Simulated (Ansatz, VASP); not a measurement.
## C in VASP and in Ansatz

```
CELL_PARAMETERS angstrom
0.00000 -4.23330 0.00000
-2.44557 -2.11665 -3.35975
2.44557 -2.11665 -3.35975
ATOMIC_POSITIONS crystal
C 0.82243 0.49362 0.51233
C 0.81773 0.99889 0.00389
C 0.33267 0.73398 0.25986
C 0.31349 0.25132 0.75662
C 0.18318 0.50207 0.47965
C 0.16621 0.01496 0.00596
C 0.68298 0.74804 0.25947
C 0.68132 0.25712 0.72222
```

Change from the starting cell: all atoms moved at random (sigma 0.06 Å a component).

Alike in both runs: task single point; functional LDA; k mesh 10 × 10 × 10; occupations gaussian, width 0.03 eV; no spin polarisation.

|  | VASP | Ansatz |
| --- | --- | --- |
| version | VASP 6.6.1 | Ansatz 0.2.0 |
| potentials or method | VASP PAW LDA potentials, release 64 (C), cutoff 520 eV | scalar-relativistic, plane waves, PAW |
| valence electrons in the cell | 32 | 32 |

VASP gave:

| Property | Result |
| --- | --- |
| gap on the k mesh at the Fermi level (eV) | none |
| pressure (GPa) | 7.3 |
| traceless stress, the component that is largest in VASP (GPa) | 14.87 |
| rms of the force components (eV/Å) | 4.203 |

Question: Estimate Ansatz's values.

Answer: gap on the k mesh at the Fermi level (eV): none; pressure (GPa): 6.6; traceless stress, the component that is largest in VASP (GPa): 14.37; rms of the force components (eV/Å): 4.210.

LDA's correlation is that of Perdew and Zunger in VASP and of Perdew and Wang (1992) in Ansatz. Atom by atom the forces differ by 0.008 eV/Å (rms over components). A gap of «none» marks a metal or a gap that the smearing closes.
